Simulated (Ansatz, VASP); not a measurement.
# Two plane-wave programs on Cd4Se

```xyz
5
Lattice="4.1978 -4.2533 0.0000 4.1978 4.2533 0.0000 0.0000 0.0000 3.7346" Properties=species:S:1:pos:R:3 pbc="T T T"
Cd    2.7449    0.0000    0.0000
Cd    4.1978    2.0460    1.8673
Cd    4.1978   -2.0460    1.8673
Cd    5.6507    0.0000    0.0000
Se    0.0000    0.0000    0.0000
```

Change from the starting cell: species swapped into the OsCl4 type (Cmmm, No. 65).

Alike in both runs: functional PBE; k mesh 3 × 3 × 5; occupations gaussian, width 0.2 eV; no spin polarisation.

Ansatz relaxed the structure, and its values are those at the end. VASP's run is a single point on that final structure, the one shown.

|  | VASP | Ansatz |
| --- | --- | --- |
| version | VASP 6.6.1 | Ansatz 0.2.0 |
| potentials or method | VASP PAW PBE potentials, release 64 (Cd, Se), cutoff 520 eV | scalar-relativistic, plane waves, PAW |
| valence electrons in the cell | 54 | 96 |

VASP gave:

```
gap on the k mesh at the Fermi level (eV) : none
pressure (GPa)                            : 0.2
rms of the force components (eV/Å)        : 0.020
```

Question: Estimate Ansatz's values.

Answer: gap on the k mesh at the Fermi level (eV): none; pressure (GPa): 0.0; rms of the force components (eV/Å): 0.023.

A gap of «none» marks a metal or a gap that the smearing closes. VASP's potentials hold 54 valence electrons a cell and Ansatz's 96, so a difference there can come from the potentials and not from the codes.
